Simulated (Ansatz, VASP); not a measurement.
# BeS: VASP beside Ansatz

```
Be S
1.0
     0.00000    2.41777    2.41777
     2.41777    0.00000    2.41777
     2.41777    2.41777    0.00000
Be S
1 1
Direct
  0.00000 0.00000 0.00000
  0.25000 0.25000 0.25000
```

Alike in both runs: task relaxation of the atoms; functional r2SCAN; k mesh 10 × 10 × 10; occupations fermi-dirac, width 0.02 eV; no spin polarisation.

```csv
,VASP,Ansatz
version,VASP 6.6.1,Ansatz 0.2.0
potentials or method,"VASP PAW PBE potentials, release 64 (Be, S), cutoff 520 eV",PAW plane waves
valence electrons in the cell,8,8
```

Ansatz gave:

```
gap on the k mesh at the Fermi level, each at its own relaxed structure (eV) : 3.54
```

Task: Which values does VASP return?

Result: gap on the k mesh at the Fermi level, each at its own relaxed structure (eV): 3.55.

VASP's potentials were made for PBE, not for r2SCAN. Ansatz's warnings: stress scf threshold loose.

Noted on VASP's run: the relaxation stopped at its first step, so nothing moved.
